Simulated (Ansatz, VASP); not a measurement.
Two plane-wave programs on CdS

File INCAR:

```
ALGO = Normal
EDIFF = 1E-7
EDIFFG = -0.01
ENCUT = 630
GGA_COMPAT = False
IBRION = 2
ISIF = 3
ISMEAR = -1
LASPH = True
LCHARG = False
LREAL = False
LWAVE = False
NELM = 120
NELMIN = 4
NSW = 60
PREC = Accurate
SIGMA = 0.05
```

KPOINTS

```
k-points
0
Gamma
  7 7 5
```

POSCAR

```
CdS
1.0
    4.2611695877      0.0000000000      0.0000000000
   -2.1305847939      3.6902811128      0.0000000000
    0.0000000000      0.0000000000      5.8041729400
Cd S
1 1
Direct
    0.0000000000      0.0000000000      0.4426919200
    0.6666666667      0.3333333333      0.4343080800
```

File input.yaml:

```yaml
crystal:
  lattice:
    - [4.2611695877, 0.0, 0.0]
    - [-2.1305847939, 3.6902811128, 0.0]
    - [0.0, 0.0, 5.80417294]
  atoms:
    - { symbol: Cd, position: [0.0, 0.0, 0.44269192] }
    - { symbol: S, position: [0.6666666667, 0.3333333333, 0.43430808] }
hamiltonian:
  xc: lda
  pseudopotentials: { kind: paw }
kpoints:
  mp_grid: { grid: [7, 7, 5] }
scf:
  occupations: { method: fermi_dirac, width: 0.05 }
output:
  forces: true
  stress: true
  eigenvalues: true
relax:
  f_tol: 0.01
  max_steps: 40
  cell: { stress_tol: 0.05 }
```

Alike in both runs: task relaxation of cell and atoms; functional LDA; k mesh 7 × 7 × 5; occupations fermi-dirac, width 0.05 eV; no spin polarisation.

```csv
,VASP,Ansatz
version,VASP 6.6.1,Ansatz 0.2.0
potentials or method,"VASP PAW LDA potentials, release 64 (Cd_sv_GW, S)",Ansatz PAW
plane-wave cutoff (eV),630,420
valence electrons in the cell,26,26
```

VASP gave:

| Property | Result |
| --- | --- |
| gap on the k mesh at the Fermi level, each at its own relaxed structure (eV) | 0.72 |
| relaxed volume (Å³/atom) | 30.63 |
| relaxed length of the cell vector where the two differ most in proportion (Å) | 4.123 |

**Question.** What did Ansatz give for the same quantities?

**Answer.** gap on the k mesh at the Fermi level, each at its own relaxed structure (eV): 0.85; relaxed volume (Å³/atom): 28.87; relaxed length of the cell vector where the two differ most in proportion (Å): 3.978.

LDA's correlation is that of Perdew and Zunger in VASP and of Perdew and Wang (1992) in Ansatz. One of these differences is far larger than is usual between the two programs; its cause wasn't traced.

Noted on VASP's run: the volume moved by over 15 % at a fixed basis, so the end points are rough. Noted on Ansatz's run: the volume moved by over 15 % at a fixed basis, so the end points are rough; odd divisions of the mesh miss points on the zone boundary, where band edges often lie, so the gap on the mesh can be too wide; the plane-wave basis is chosen anew once the cell has moved, so the energies of steps on either side of that aren't comparable.
